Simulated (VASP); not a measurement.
Input of a VASP 6.6.1 run:

The input INCAR:

```
SYSTEM = AgCl
PREC = Accurate
ENCUT = 600
EDIFF = 1E-6
ISMEAR = 0
SIGMA = 0.02
LREAL = .FALSE.
LASPH = .TRUE.
NELM = 100
ALGO = Normal
ISIF = 3
LWAVE = .FALSE.
LCHARG = .FALSE.
GGA = PE
IBRION = 2
NSW = 100
EDIFFG = -0.005
```

The input KPOINTS:

```
regular mesh
0
G
  8 8 8
  0 0 0
```

The input POSCAR:

```
AgCl
1.0
    0.0000000000      2.7731500000      2.7731500000
    2.7731500000      0.0000000000      2.7731500000
    2.7731500000      2.7731500000      0.0000000000
Ag Cl
1 1
Direct
    0.5000000000      0.5000000000      0.5000000000
    0.0000000000      0.0000000000      0.0000000000
```

Potentials or basis: VASP PAW PBE potentials, release 64 (Ag, Cl).

Launch:

```console
$ cat potpaw_PBE.64/Ag/POTCAR potpaw_PBE.64/Cl/POTCAR > POTCAR
$ mpirun -np 1 vasp_std > vasp.out
```

Predict the space group after relaxing (to 0.05 Å).

Fm-3m (No. 225).

What does it give for the relaxed cell?

a = 3.965 Å, b = 3.965 Å, c = 3.965 Å, α = 60.00°, β = 60.00°, γ = 60.00°.

Predict the band gap on the k mesh.

0.92 eV, indirect (least direct gap 3.08 eV).

Predict the relaxed volume.

22.04 Å³/atom.

The path:
| step | energy change (eV) | largest force (eV/Å) | pressure (GPa) | volume (Å³) |
| --- | --- | --- | --- | --- |
| 1 | 0.0000 | 0.0000 | 1.51 | 42.65 |
| 2 | -0.0063 | 0.0000 | 0.16 | 43.90 |
| 3 | -0.0064 | 0.0000 | -0.02 | 44.08 |

A k mesh can miss the band edges. Zero-point motion and thermal expansion aren't in these numbers.
